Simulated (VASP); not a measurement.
Runs of VASP 6.6.1 on Ga3Se. The structure is that of space group Pm-3m (No. 221), or close to it. The cells are those of the table. The cell was generated, and may not be a known phase.

| task | cell | k mesh | cutoff (eV) | gap on the mesh (eV) | pressure (GPa) | relaxed volume (Å³/atom) |
| --- | --- | --- | --- | --- | --- | --- |
| single point | a = 4.408 Å, 4 atoms | 10 × 10 × 10 | 520 | none | 0.2 | - |
| single point | a = 4.439 Å, 4 atoms | 4 × 4 × 4 | 520 | none | (a) | - |
| relaxation of cell and atoms | relaxed from a = 4.523 Å, 4 atoms | 4 × 4 × 4 | 600 | none | 0.0 | (b) |
| single point | a = 4.523 Å, 4 atoms | 4 × 4 × 4 | 520 | none | -2.2 | - |
| relaxation of cell and atoms | relaxed from a = 4.439 Å, 4 atoms | 10 × 10 × 10 | 600 | none | 0.0 | 21.44 |

Alike in all rows: level PBE; potentials or basis VASP PAW PBE potentials, release 64 (Ga_d, Se); no spin polarisation; smearing gaussian 0.1 eV.

Task: Fill in the values left out.

Result: (a) -0.3; (b) 21.71.

A k mesh can miss the band edges, and the runs leave out spin-orbit coupling on Ga, Se.

A gap of «none» marks levels without a gap at the run's occupations.
